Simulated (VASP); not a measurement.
Crystal: Cr.

```
Cr
1.0
     2.81234    0.00000    0.00000
     0.00000    2.81234    0.00000
     0.00000    0.00000    2.81234
Cr
2
Direct
  0.00000 0.00000 0.00000
  0.50000 0.50000 0.50000
```

Base run:

| Item | Value |
| --- | --- |
| Program | VASP 6.6.1 |
| Functional | PBE |
| Potentials or basis | VASP PAW PBE potentials, release 64 (Cr_pv) |
| Cutoff | 520 eV |
| k mesh | 11 × 11 × 11 |
| Occupations | fermi-dirac, width 0.05 eV |
| Spin | collinear spin, antiferromagnetic start |
| Starting moments | [-3.0, 3.0] μB |

Its results: band gap on the k mesh zero (filled and empty bands overlap); pressure 12.4 GPa.

Q: The run is repeated on the same cell with these changes: spin from collinear spin, antiferromagnetic start to no spin polarisation; further incar settings from ALGO = Normal; EDIFF = 1e-06; NBANDS = 23 to ALGO = Normal; EDIFF = 1e-06; NBANDS = 19. What comes out?

A: Band gap on the k mesh zero (bands 12 and 13 overlap by 1.16 eV); pressure 10.1 GPa.

Caveats: the cell stands under pressure; an empty level that is flat over the whole mesh can mark a ghost state of the potentials, or a narrow d or f band (at least some runs).
